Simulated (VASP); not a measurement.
# TiTe2 (ae.b) (P-3m1) in VASP: single point with PBE+D3(BJ)

Aim: the single point of TiTe2 (ae.b) with PBE+D3(BJ).

Program: VASP 6.6.1. These are calculated values, not measurements. Logs are shortened: lines on timing, memory, paths and dates and some standing lists are left out, and cuts for length are marked.

## Step 1: The cell of the first run

The structure is trigonal, space group P-3m1 (No. 164). Conventional cell: a = 3.697 Å, b = 3.697 Å, c = 6.386 Å, α = 90.00°, β = 90.00°, γ = 120.00°. Within 3.6 Å of Ti (site symmetry -3m) lie 6 Te at 2.75 Å. Te (site symmetry 3m) has 3 Ti at 2.75 Å within 3.6 Å.

## Step 2: Single point, PBE+D3(BJ)

File INCAR:

```
PREC = Accurate
ENCUT = 520
EDIFF = 1E-6
ISMEAR = 0
SIGMA = 0.1
LREAL = False
LASPH = True
NELM = 60
ALGO = Normal
ISIF = 2
LWAVE = False
LCHARG = True
GGA = PE
IVDW = 12
LELF = True
LVHAR = True
NBANDS = 19
```

File KPOINTS:

```
Automatic mesh
0
Gamma
  15 15 8
```

File POSCAR:

```
TiTe2
1.0
    3.6966397500      0.0000000000      0.0000000000
   -1.8483198750      3.2013839321      0.0000000000
    0.0000000000      0.0000000000      6.3859021229
Ti Te
1 2
Direct
    0.0000000000      0.0000000000      0.0000000000
    0.6666666667      0.3333333333      0.2710457411
    0.3333333333      0.6666666667      0.7289542589
```

Potentials or basis: VASP PAW PBE potentials, release 64 (Ti_sv, Te).

The run is started by

```bash
cat potpaw_PBE.64/Ti_sv/POTCAR potpaw_PBE.64/Te/POTCAR > POTCAR
mpirun -np 1 vasp_std > vasp.out
```

OUTCAR:

```text
PREC = Accurate
   ENCUT = 520
   EDIFF = 1E-6
   ISMEAR = 0
   LREAL = False
   LASPH = True
   NELM = 60
   ISIF = 2
   GGA = PE
   IVDW = 12
 IVDW          = 12

 ion  position               nearest neighbor table
   1  0.000  0.000  0.000-   2 2.75   3 2.75   3 2.75   2 2.75   2 2.75   3 2.75
   2  0.667  0.333  0.271-   1 2.75   1 2.75   1 2.75   3 3.62   3 3.62   3 3.62
   3  0.333  0.667  0.729-   1 2.75   1 2.75   1 2.75   2 3.62   2 3.62   2 3.62

  LATTYP: Found a hexagonal cell.
 ALAT       =     3.6966397500
 C/A-ratio  =     1.7274883556

  Lattice vectors:

 A1 = (   3.6966397500,   0.0000000000,   0.0000000000)
 A2 = (  -1.8483198750,   3.2013839321,   0.0000000000)
 A3 = (   0.0000000000,   0.0000000000,   6.3859021229)

Analysis of symmetry for initial positions (statically):
=====================================================================
 Subroutine PRICEL returns:
 Original cell was already a primitive cell.

 Routine SETGRP: Setting up the symmetry group for a
 hexagonal supercell.

 Subroutine GETGRP returns: Found 12 space group operations
 (whereof 12 operations were pure point group operations)
 out of a pool of 24 trial point group operations.

The static configuration has the point symmetry D_3d.

Analysis of symmetry for dynamics (positions and initial velocities):
=====================================================================
 Subroutine PRICEL returns:
 Original cell was already a primitive cell.

 Routine SETGRP: Setting up the symmetry group for a
 hexagonal supercell.

 Subroutine GETGRP returns: Found 12 space group operations
 (whereof 12 operations were pure point group operations)
 out of a pool of 24 trial point group operations.

The dynamic configuration has the point symmetry D_3d.

 Subroutine INISYM returns: Found 12 space group operations
 (whereof 12 operations are pure point group operations),
 and found     1 'primitive' translations

----------------------------------------------------------------------------------------

                                     Primitive cell

  volume of cell :      75.5731

  direct lattice vectors                    reciprocal lattice vectors
     3.696639750  0.000000000  0.000000000     0.270515946  0.156182454  0.000000000
    -1.848319875  3.201383932  0.000000000     0.000000000  0.312364909  0.000000000
     0.000000000  0.000000000  6.385902123     0.000000000  0.000000000  0.156594946

  length of vectors
     3.696639750  3.696639750  6.385902123     0.312364909  0.312364909  0.156594946

  position of ions in fractional coordinates (direct lattice)
     0.000000000  0.000000000  0.000000000
     0.666666667  0.333333333  0.271045741
     0.333333333  0.666666667  0.728954259

  ion indices of the primitive-cell ions
   primitive index   ion index
                 1           1
                 2           2
                 3           3

----------------------------------------------------------------------------------------

 KPOINTS: Automatic mesh

Automatic generation of k-mesh.
 Grid dimensions read from file:
 generate k-points for:   15   15    8

 Generating k-lattice:

  Cartesian coordinates                     Fractional coordinates (reciprocal lattice)
     0.018034396  0.010412164  0.000000000     0.066666667  0.000000000  0.000000000
     0.000000000  0.020824327  0.000000000     0.000000000  0.066666667  0.000000000
     0.000000000  0.000000000  0.019574368     0.000000000  0.000000000  0.125000000

  Length of vectors
     0.020824327  0.020824327  0.019574368

  Shift w.r.t. Gamma in fractional coordinates (k-lattice)
     0.000000000  0.000000000  0.000000000

 Subroutine IBZKPT returns following result:
 ===========================================

 Found    192 irreducible k-points:

 Following reciprocal coordinates:
            Coordinates               Weight
  0.000000  0.000000  0.000000      1.000000
  0.066667  0.000000  0.000000      6.000000
  0.133333  0.000000  0.000000      6.000000
  0.200000  0.000000  0.000000      6.000000
  0.266667  0.000000  0.000000      6.000000
  0.333333  0.000000  0.000000      6.000000
[... 16 lines left out ...]
  0.333333  0.200000  0.000000     12.000000
  0.400000  0.200000  0.000000      6.000000
 [... further k-points ...]
   k-points           NKPTS =    192   k-points in BZ     NKDIM =    192   number of bands    NBANDS=     19
   number of dos      NEDOS =    301   number of ions     NIONS =      3
   total plane-waves  NPLWV =  37632
   dimension x,y,z NGX =    28 NGY =   28 NGZ =   48
   dimension x,y,z NGXF=    56 NGYF=   56 NGZF=   96
   ions per type =               1   2
   NGX,Y,Z   is equivalent  to a cutoff of  12.59, 12.59, 12.50 a.u.
   NGXF,Y,Z  is equivalent  to a cutoff of  25.18, 25.18, 24.99 a.u.
 SYSTEM =  unknown system
   PREC   = accura    normal or accurate (medium, high low for compatibility)
   ISTART =      0    job   : 0-new  1-cont  2-samecut
   ICHARG =      2    charge: 1-file 2-atom 10-const
   ISPIN  =      1    spin polarized calculation?
   LNONCOLLINEAR =      F non collinear calculations
   LSORBIT =      F    spin-orbit coupling
   LASPH  =      T    aspherical Exc in radial PAW
   ENCUT  =  520.0 eV  38.22 Ry    6.18 a.u.   6.87  6.87 11.87*2*pi/ulx,y,z
   NELM   =     60;   NELMIN=  2; NELMDL= -5     # of ELM steps
   EDIFF  = 0.1E-05   stopping-criterion for ELM
   LREAL  =      F    real-space projection
[... 7 lines left out ...]
   TEBEG  =    0.0;   TEEND  =   0.0 temperature during run
   PSTRESS=    0.0 pullay stress
   NELECT =      24.0000    total number of electrons
   NUPDOWN=      -1.0000    fix difference up-down
   EMIN   =  10.00;   EMAX   =-10.00  energy-range for DOS
   EFERMI =   0.00;   METHOD = LEGACY
   ISMEAR =     0;   SIGMA  =   0.10  broadening in eV -4-tet -1-fermi 0-gaus
   EFERMI_NEDOS =   21; number of points for ismear=-14 and -15
   IALGO  =     38    algorithm
   IMIX   =      4    mixing-type and parameters
     AMIX     =   0.40;   BMIX     =  1.00
     AMIX_MAG =   1.60;   BMIX_MAG =  1.00
  volume/ion in A,a.u.               =      25.19       170.00
  Fermi-wavevector in a.u.,A,eV,Ry     =   1.116922  2.110677 16.973470  1.247515
  Thomas-Fermi vector in A             =   2.253540
   LORBIT       =      0    0 simple, 1 ext, 2 COOP (PROOUT), +10 PAW based schemes
   GGA     = PE    functional components
   LHFCALC =     F    Hartree Fock is set to
   AEXX    =    0.0000 exact exchange contribution
   IVDW    =    12    specifies the selected vdW correction
   LEPSILON=     F    determine dielectric tensor
   LRPA    =     F    only Hartree local field effects (RPA)
 non-spin polarized calculation
 Gauss-broadening in eV      SIGMA  =   0.10
  energy-cutoff  :      520.00
  volume of cell :       75.57
 maximum number of plane-waves:      2056
   NGX = 13   NGY = 13   NGZ = 23

 number of electron      24.0000002 magnetization

 Free energy of the ion-electron system (eV)
  ---------------------------------------------------
  ext. energy  EPLUGINS =         0.00000000
  ---------------------------------------------------
  free energy    TOTEN  =       -16.14916667 eV

  energy without entropy =      -16.14184611  energy(sigma->0) =      -16.14550639

 E-fermi :   7.6084     XC(G=0): -10.1694

 val. band max:        7.6061638819   @ k =   0.3333   0.0000   0.5000
 cond. band min:       7.6128256311   @ k =   0.1333   0.0000   0.1250
 fundamental gap:      0.0066617492
 Fermi energy:         7.6083695570

 k-point     1 :       0.0000    0.0000    0.0000
  band No.  band energies     occupation
      1     -49.7773      2.00000
      2     -26.0418      2.00000
      3     -26.0418      2.00000
      4     -26.0083      2.00000
      5      -5.1722      2.00000
      6      -3.4761      2.00000
[... 11 lines left out ...]
     18      12.8497      0.00000
     19      13.9181      0.00000

 k-point     2 :       0.0667    0.0000    0.0000
  band No.  band energies     occupation
      1     -49.7771      2.00000
      2     -26.0441      2.00000
      3     -26.0423      2.00000
      4     -26.0078      2.00000
      5      -5.1184      2.00000
      6      -3.4468      2.00000
[... 11 lines left out ...]
     18      13.2550      0.00000
     19      14.1892      0.00000

 k-point     3 :       0.1333    0.0000    0.0000
  band No.  band energies     occupation
      1     -49.7766      2.00000
      2     -26.0507      2.00000
      3     -26.0438      2.00000
      4     -26.0062      2.00000
      5      -4.9594      2.00000
      6      -3.3624      2.00000
[... 11 lines left out ...]
     18      13.7968      0.00000
     19      14.6865      0.00000

 k-point     4 :       0.2000    0.0000    0.0000
  band No.  band energies     occupation
      1     -49.7759      2.00000
      2     -26.0603      2.00000
      3     -26.0461      2.00000
      4     -26.0039      2.00000
      5      -4.7033      2.00000
      6      -3.2344      2.00000
[... 11 lines left out ...]
     18      13.6649      0.00000
     19      14.6737      0.00000

 k-point     5 :       0.2667    0.0000    0.0000
  band No.  band energies     occupation
      1     -49.7750      2.00000
      2     -26.0714      2.00000
      3     -26.0486      2.00000
      4     -26.0013      2.00000
      5      -4.3662      2.00000
      6      -3.0848      2.00000
[... 11 lines left out ...]
     18      13.3580      0.00000
     19      13.9941      0.00000

 k-point     6 :       0.3333    0.0000    0.0000
  band No.  band energies     occupation
      1     -49.7742      2.00000
      2     -26.0819      2.00000
      3     -26.0510      2.00000
      4     -25.9988      2.00000
      5      -3.9757      2.00000
      6      -2.9506      2.00000
[... 11 lines left out ...]
     18      13.2162      0.00000
     19      13.5184      0.00000

 k-point     7 :       0.4000    0.0000    0.0000
  band No.  band energies     occupation
      1     -49.7736      2.00000
      2     -26.0901      2.00000
      3     -26.0529      2.00000
      4     -25.9969      2.00000
      5      -3.5789      2.00000
      6      -2.8832      2.00000
[... 11 lines left out ...]
     18      13.1263      0.00000
     19      13.3347      0.00000

 k-point     8 :       0.4667    0.0000    0.0000
  band No.  band energies     occupation
      1     -49.7732      2.00000
      2     -26.0946      2.00000
      3     -26.0540      2.00000
      4     -25.9958      2.00000
      5      -3.2596      2.00000
      6      -2.9223      2.00000
[... 256 lines left out ...]
 k-point    20 :       0.4000    0.1333    0.0000
  band No.  band energies     occupation
      1     -49.7731      2.00000
      2     -26.0917      2.00000
      3     -26.0595      2.00000
      4     -25.9953      2.00000
      5      -3.1804      2.00000
      6      -2.8691      2.00000
[... 11 lines left out ...]
     18      12.6245      0.00000
     19      14.1713      0.00000

 k-point    21 :       0.2000    0.2000    0.0000
  band No.  band energies     occupation
      1     -49.7740      2.00000
      2     -26.0795      2.00000
      3     -26.0565      2.00000
      4     -25.9982      2.00000
      5      -3.8914      2.00000
      6      -2.9041      2.00000
[... 11 lines left out ...]
     18      12.9844      0.00000
     19      14.8842      0.00000

 k-point    22 :       0.2667    0.2000    0.0000
  band No.  band energies     occupation
      1     -49.7734      2.00000
      2     -26.0845      2.00000
      3     -26.0611      2.00000
      4     -25.9964      2.00000
      5      -3.5325      2.00000
      6      -2.8158      2.00000
[... 11 lines left out ...]
     18      12.3609      0.00000
     19      15.0851      0.00000

 k-point    23 :       0.3333    0.2000    0.0000
  band No.  band energies     occupation
      1     -49.7730      2.00000
      2     -26.0876      2.00000
      3     -26.0645      2.00000
      4     -25.9952      2.00000
      5      -3.2108      2.00000
      6      -2.7999      2.00000
[... 11 lines left out ...]
     18      12.0363      0.00000
     19      15.1159      0.00000

 k-point    24 :       0.4000    0.2000    0.0000
  band No.  band energies     occupation
      1     -49.7729      2.00000
      2     -26.0886      2.00000
      3     -26.0657      2.00000
      4     -25.9947      2.00000
      5      -3.0408      2.00000
      6      -2.8421      2.00000
[... 11 lines left out ...]
     18      11.9414      0.00000
     19      15.1352      0.00000

 [... further k-points ...]

------------------------ aborting loop because EDIFF is reached ----------------------------------------

 Edisp (eV)   -1.56710

 E8    (eV) :    -0.7259

  FORCE on cell =-STRESS in cart. coord.  units (eV):
  Direction    XX          YY          ZZ          XY          YZ          ZX
  --------------------------------------------------------------------------------------
  -------------------------------------------------------------------------------------
  Total      -0.00838    -0.00838    -0.01260     0.00000     0.00000     0.00000
  in kB      -0.17766    -0.17766    -0.26712     0.00000     0.00000     0.00000
  external pressure =       -0.21 kB  Pullay stress =        0.00 kB

 VOLUME and BASIS-vectors are now :
 -----------------------------------------------------------------------------
  energy-cutoff  :      520.00
  volume of cell :       75.57
      direct lattice vectors                 reciprocal lattice vectors
     3.696639750  0.000000000  0.000000000     0.270515946  0.156182454  0.000000000
    -1.848319875  3.201383932  0.000000000     0.000000000  0.312364909  0.000000000
     0.000000000  0.000000000  6.385902123     0.000000000  0.000000000  0.156594946

 POSITION                                       TOTAL-FORCE (eV/Angst)
 -----------------------------------------------------------------------------------
      0.00000      0.00000      0.00000        -0.000000      0.000000      0.000000
      1.84832      1.06713      1.73087        -0.000000      0.000000      0.011761
     -0.00000      2.13426      4.65503         0.000000      0.000000     -0.011761
 -----------------------------------------------------------------------------------
    total drift:                                0.000000      0.000000     -0.000000

  FREE ENERGIE OF THE ION-ELECTRON SYSTEM (eV)
  ---------------------------------------------------
  free  energy   TOTEN  =       -17.7162698605 eV

  energy  without entropy=      -17.7089493012  energy(sigma->0) =      -17.71260958
```

It used 590 s of CPU time on 1 thread of AMD EPYC 7R13 Processor (Zen 3), on a shared host.

What came out:

```
Free energy                : -17.7163 eV
Pressure                   : 0.0 GPa
Largest force              : 0.012 eV/Å
Band gap on the k mesh     : zero (band 12 reaches 8.04 eV, above the bottom of band 13 at 7.23 eV)
Dispersion energy per atom : -0.522 eV
```

Forces on the atoms (eV/Å):
```
Ti   0.000  0.000  0.000
Te   0.000  0.000  0.012
Te   0.000  0.000 -0.012
```

Caveat: spin-orbit coupling is left out, which moves the levels of the heavy elements.
